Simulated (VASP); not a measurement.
HfN: single point with r2SCANh

Crystal: HfN.

```
CELL_PARAMETERS angstrom
2.82503 0.00000 0.00000
0.00000 2.82503 0.00000
0.00000 0.00000 2.82503
ATOMIC_POSITIONS crystal
Hf 0.50000 0.50000 0.50000
N 0.00000 0.00000 0.00000
```

```yaml
Program: VASP 6.6.1
Task: single point
Functional: r2SCANh
Potentials_or_basis: VASP PAW PBE potentials, release 64 (Hf_pv, N)
Cutoff: 520 eV
k_mesh: 5 × 5 × 5
Occupations: fermi-dirac, width 0.05 eV
Spin: no spin polarisation
```

```
Pressure               : -10.5 GPa
Band gap on the k mesh : zero (an odd number of electrons rules out a gap without spin polarisation)
```

Levels at points of the mesh, in eV from the Fermi level:
| k point | band 4 | band 5 | band 6 | band 7 | band 8 | band 9 | band 10 | band 11 | band 12 | band 13 |
| --- | --- | --- | --- | --- | --- | --- | --- | --- | --- | --- |
| (0.00, 0.00, 0.00) | -18.63 | -3.34 | -3.34 | -2.24 | -2.24 | -2.24 | 3.54 | 6.37 | 6.37 | 6.37 |

Run time: 6.7 min on 1 thread of Intel Xeon 8259CL, with other jobs on the host, peak memory 0.15 GiB.

Caveat: the k points lie up to 0.44 Å⁻¹ apart, too coarse for converged energies and pressures of a metal; the PAW data sets were made with another functional, which shifts forces and pressure a little; spin-orbit coupling is left out, which moves the levels of the heavy elements.
